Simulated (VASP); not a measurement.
# Br (Immm) in VASP: single point with PBE

Aim: the single point of Br with PBE.

Program: VASP 6.6.1. These are calculated values, not measurements. Logs are shortened: lines on timing, memory, paths and dates and some standing lists are left out, and cuts for length are marked.

**1. The cell of the first run**

Symmetry: Immm, No. 71, orthorhombic system. The conventional cell has a = 2.574 Å, b = 3.440 Å, c = 7.156 Å, α = 90.00°, β = 90.00°, γ = 90.00°. Within 3.4 Å of Br (site symmetry mmm) lie 2 Br at 2.57 Å.

**2. Single point, PBE**

INCAR reads:

```
PREC = Accurate
ENCUT = 520
EDIFF = 1E-7
ISMEAR = -1
SIGMA = 0.1
LREAL = False
LASPH = True
NELM = 100
ALGO = Normal
ISIF = 2
LWAVE = False
LCHARG = True
GGA = PE
LELF = True
LVHAR = True
NBANDS = 10
```

KPOINTS reads:

```
regular mesh
0
Gamma
  10 10 10
```

POSCAR reads:

```
Br
1.0
   -1.2867684000      1.7199972000      3.5779911600
    1.2867684000     -1.7199972000      3.5779911600
    1.2867684000      1.7199972000     -3.5779911600
Br
1
Direct
    0.0000000000      0.0000000000      0.0000000000
```

Potentials or basis: VASP PAW PBE potentials, release 64 (Br).

On the command line:

```bash
$ cat potpaw_PBE.64/Br/POTCAR > POTCAR
$ mpirun -np 1 vasp_std > vasp.out
```

OUTCAR:

```text
PREC = Accurate
   ENCUT = 520
   EDIFF = 1E-7
   ISMEAR = -1
   LREAL = False
   LASPH = True
   NELM = 100
   ISIF = 2
   GGA = PE

 ion  position               nearest neighbor table
   1  0.000  0.000  0.000-

  LATTYP: Found a body centered orthorhombic cell.
 ALAT       =     2.5735368000
 B/A-ratio  =     1.3366797009
 C/A-ratio  =     2.7806022902

  Lattice vectors:

 A1 = (  -1.2867684000,   1.7199972000,   3.5779911600)
 A2 = (   1.2867684000,  -1.7199972000,   3.5779911600)
 A3 = (   1.2867684000,   1.7199972000,  -3.5779911600)

Analysis of symmetry for initial positions (statically):
=====================================================================
 Subroutine PRICEL returns:
 Original cell was already a primitive cell.

 Routine SETGRP: Setting up the symmetry group for a
 body centered orthorhombic supercell.

 Subroutine GETGRP returns: Found  8 space group operations
 (whereof  8 operations were pure point group operations)
 out of a pool of  8 trial point group operations.

The static configuration has the point symmetry D_2h.

Analysis of symmetry for dynamics (positions and initial velocities):
=====================================================================
 Subroutine PRICEL returns:
 Original cell was already a primitive cell.

 Routine SETGRP: Setting up the symmetry group for a
 body centered orthorhombic supercell.

 Subroutine GETGRP returns: Found  8 space group operations
 (whereof  8 operations were pure point group operations)
 out of a pool of  8 trial point group operations.

The dynamic configuration has the point symmetry D_2h.

 Subroutine INISYM returns: Found  8 space group operations
 (whereof  8 operations are pure point group operations),
 and found     1 'primitive' translations

----------------------------------------------------------------------------------------

                                     Primitive cell

  volume of cell :      31.6758

  direct lattice vectors                    reciprocal lattice vectors
    -1.286768400  1.719997200  3.577991160     0.000000000  0.290698148  0.139743218
     1.286768400 -1.719997200  3.577991160     0.388570313  0.000000000  0.139743218
[... 76 lines left out ...]
   ICHARG =      2    charge: 1-file 2-atom 10-const
   ISPIN  =      1    spin polarized calculation?
   LNONCOLLINEAR =      F non collinear calculations
   LSORBIT =      F    spin-orbit coupling
   LASPH  =      T    aspherical Exc in radial PAW
   ENCUT  =  520.0 eV  38.22 Ry    6.18 a.u.   7.76  7.76  7.76*2*pi/ulx,y,z
   NELM   =    100;   NELMIN=  2; NELMDL= -5     # of ELM steps
   EDIFF  = 0.1E-06   stopping-criterion for ELM
   LREAL  =      F    real-space projection
   EDIFFG = 0.1E-05   stopping-criterion for IOM
   NSW    =      0    number of steps for IOM
   IBRION =     -1    ionic relax: 0-MD 1-quasi-New 2-CG
   NFREE  =      0    steps in history (QN), initial steepest desc. (CG)
   ISIF   =      2    stress and relaxation
   ISYM   =      2    0-nonsym 1-usesym 2-fastsym
   POTIM  = 0.5000    time-step for ionic-motion
   TEBEG  =    0.0;   TEEND  =   0.0 temperature during run
   PSTRESS=    0.0 pullay stress
   NELECT =       7.0000    total number of electrons
   NUPDOWN=      -1.0000    fix difference up-down
   EMIN   =  10.00;   EMAX   =-10.00  energy-range for DOS
   EFERMI =   0.00;   METHOD = LEGACY
   ISMEAR =    -1;   SIGMA  =   0.10  broadening in eV -4-tet -1-fermi 0-gaus
   EFERMI_NEDOS =   21; number of points for ismear=-14 and -15
   IALGO  =     38    algorithm
   IMIX   =      4    mixing-type and parameters
     AMIX     =   0.40;   BMIX     =  1.00
     AMIX_MAG =   1.60;   BMIX_MAG =  1.00
  volume/ion in A,a.u.               =      31.68       213.76
  Fermi-wavevector in a.u.,A,eV,Ry     =   0.989764  1.870383 13.328717  0.979633
  Thomas-Fermi vector in A             =   2.121386
   LORBIT       =      0    0 simple, 1 ext, 2 COOP (PROOUT), +10 PAW based schemes
   GGA     = PE    functional components
   LHFCALC =     F    Hartree Fock is set to
   AEXX    =    0.0000 exact exchange contribution
   IVDW    =     0    specifies the selected vdW correction
   LEPSILON=     F    determine dielectric tensor
   LRPA    =     F    only Hartree local field effects (RPA)
 non-spin polarized calculation
  energy-cutoff  :      520.00
  volume of cell :       31.68
 maximum number of plane-waves:       877
   NGX = 15   NGY = 15   NGZ = 15

 number of electron       6.9999999 magnetization

 Free energy of the ion-electron system (eV)
  ---------------------------------------------------
  ext. energy  EPLUGINS =         0.00000000
  ---------------------------------------------------
  free energy    TOTEN  =        -1.47629413 eV

  energy without entropy =       -1.43282978  energy(sigma->0) =       -1.45456196

 E-fermi :   0.1476     XC(G=0):  -8.1820

 val. band max:        0.1469027530   @ k =   0.4000   0.4000   0.1000
 cond. band min:       0.1510713616   @ k =   0.5000   0.5000   0.0000
 fundamental gap:      0.0041686086
 Fermi energy:         0.1476483314

 k-point     1 :       0.0000    0.0000    0.0000
  band No.  band energies     occupation
      1     -15.5420      2.00000
      2      -1.6735      2.00000
      3      -0.9122      1.99995
      4       4.2346      0.00000
      5       5.6374      0.00000
      6       9.5304      0.00000
      7      12.3081      0.00000
      8      13.2360      0.00000
      9      14.8071      0.00000
     10      20.3077      0.00000
[... 287 lines left out ...]
 k-point    24 :      -0.3000    0.2000   -0.0000
  band No.  band energies     occupation
      1     -14.5471      2.00000
      2      -2.3279      2.00000
      3      -1.1696      2.00000
      4       0.1316      1.08007
      5       8.2283      0.00000
      6       9.7731      0.00000
      7      13.1302      0.00000
      8      14.3505      0.00000
      9      15.3067      0.00000
     10      19.0844      0.00000

 [... further k-points ...]
[... 5 lines left out ...]
  --------------------------------------------------------------------------------------
  -------------------------------------------------------------------------------------
  Total        0.9071379      0.0794165      0.2207499     -0.0000000      0.0000000      0.0000000
  in kB       45.8834981      4.0169261     11.1656419     -0.0000000      0.0000000      0.0000000
  external PRESSURE =      20.3553554 kB  Pullay stress =       0.0000000 kB

 VOLUME and BASIS-vectors are now :
 -----------------------------------------------------------------------------
  energy-cutoff  :      520.00
  volume of cell :       31.68
      direct lattice vectors                 reciprocal lattice vectors
    -1.286768400  1.719997200  3.577991160     0.000000000  0.290698148  0.139743218
     1.286768400 -1.719997200  3.577991160     0.388570313  0.000000000  0.139743218
     1.286768400  1.719997200 -3.577991160     0.388570313  0.290698148  0.000000000

 POSITION                                       TOTAL-FORCE (eV/Angst)
 -----------------------------------------------------------------------------------
      0.00000      0.00000      0.00000        -0.000000      0.000000     -0.000000
 -----------------------------------------------------------------------------------
    total drift:                               -0.000000     -0.000000     -0.000000

  FREE ENERGIE OF THE ION-ELECTRON SYSTEM (eV)
  ---------------------------------------------------
  free  energy   TOTEN  =        -1.4762941347 eV

  energy  without entropy=       -1.4328297824  energy(sigma->0) =       -1.45456196
```

OSZICAR:

```text
N       E                     dE             d eps       ncg     rms          rms(c)
DAV:   1     0.226060664362E+02    0.22606E+02   -0.27953E+03  3420   0.527E+02
DAV:   2    -0.542080213039E+00   -0.23148E+02   -0.22529E+02  4520   0.966E+01
DAV:   3    -0.153472524953E+01   -0.99265E+00   -0.97427E+00  4232   0.191E+01
DAV:   4    -0.153851365610E+01   -0.37884E-02   -0.37872E-02  4220   0.137E+00
DAV:   5    -0.153852631913E+01   -0.12663E-04   -0.12663E-04  4208   0.757E-02    0.540E+00
DAV:   6    -0.148613652068E+01    0.52390E-01   -0.37193E-02  3850   0.106E+00    0.365E+00
DAV:   7    -0.147852991198E+01    0.76066E-02   -0.40244E-02  3896   0.114E+00    0.876E-01
DAV:   8    -0.147680672930E+01    0.17232E-02   -0.88960E-03  3714   0.516E-01    0.210E-01
DAV:   9    -0.147628657097E+01    0.52016E-03   -0.77547E-04  3810   0.156E-01    0.971E-03
DAV:  10    -0.147629395033E+01   -0.73794E-05   -0.23672E-05  4116   0.336E-02    0.526E-03
DAV:  11    -0.147629408435E+01   -0.13401E-06   -0.13024E-06  3902   0.689E-03    0.120E-03
DAV:  12    -0.147629413474E+01   -0.50397E-07   -0.65995E-08  3170   0.159E-03
   1 F= -.14762941E+01 E0= -.14545620E+01  d E =-.434644E-01
```

stdout:

```text
POSCAR found type information on POSCAR Br
 POSCAR found :  1 types and       1 ions
 scaLAPACK will be used
 LDA part: xc-table for (Slater+PW92), standard interpolation
 POSCAR, INCAR and KPOINTS ok, starting setup
 FFT: planning ... GRIDC
 FFT: planning ... GRID_SOFT
 FFT: planning ... GRID
 WAVECAR not read
 entering main loop
```

Run time: 67 s. Hardware: 1 thread of AMD EPYC 7R13 (Zen 3), shared host; peak memory 0.18 GiB.

What came out:

- Free energy: -1.4763 eV
- Pressure: 2.0 GPa

Caveat: an odd number of electrons without spin polarisation forces a metal; a magnetic or distorted state may lie lower.
